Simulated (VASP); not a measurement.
Crystal: P.

```
P
1.0
     1.65820   -5.24200    0.00000
     1.65820    5.24200    0.00000
     0.00000    0.00000    4.37930
P
4
Direct
  0.89838 0.10162 0.08068
  0.60162 0.39838 0.58068
  0.10162 0.89838 0.91932
  0.39838 0.60162 0.41932
```

```yaml
Program: VASP 6.6.1
Task: relaxation of cell and atoms
Functional: PBE
Dispersion: D3(BJ)
Potentials_or_basis: VASP PAW PBE potentials, release 64 (P)
Cutoff: 600 eV
k_mesh: 12 × 12 × 12
Occupations: fermi-dirac, width 0.05 eV
Spin: no spin polarisation
```

At the start: pressure -1.4 GPa; volume 19.03 Å³/atom.

Question: How do energy, volume and symmetry change on relaxing?

Answer: Over 12 steps the energy falls by 8.1 meV/atom and the volume is 17.67 Å³/atom (-7.2 %); space group Cmce (No. 64, to 0.1 Å) before and after.

The path:
```tsv
step	energy change (eV)	largest force (eV/Å)	pressure (GPa)	volume (Å³)
1	0.0000	0.0754	-1.43	76.13
2	-0.0084	0.2297	0.41	74.27
3	-0.0087	0.2037	0.13	74.54
4	-0.0155	0.1091	0.01	73.91
5	-0.0195	0.0923	-0.16	72.93
6	-0.0250	0.0676	-0.14	72.35
7	-0.0321	0.0194	-0.02	70.83
8	-0.0323	0.0255	0.01	70.57
9	-0.0324	0.0122	0.04	70.62
10	-0.0324	0.0079	0.03	70.61
11	-0.0324	0.0039	0.01	70.66
12	-0.0324	0.0046	0.01	70.67
```

Final structure:
```cif
data_structure
_symmetry_space_group_name_H-M 'P 1'
_symmetry_Int_Tables_number 1
_cell_length_a 5.3599
_cell_length_b 5.3599
_cell_length_c 4.1814
_cell_angle_alpha 90.000
_cell_angle_beta 90.000
_cell_angle_gamma 143.966
_cell_volume 70.67
loop_
_atom_site_label
_atom_site_type_symbol
_atom_site_fract_x
_atom_site_fract_y
_atom_site_fract_z
_atom_site_occupancy
P1 P 0.89396 0.10604 0.07301 1
P2 P 0.60604 0.39396 0.57301 1
P3 P 0.10604 0.89396 0.92698 1
P4 P 0.39396 0.60604 0.42699 1
```
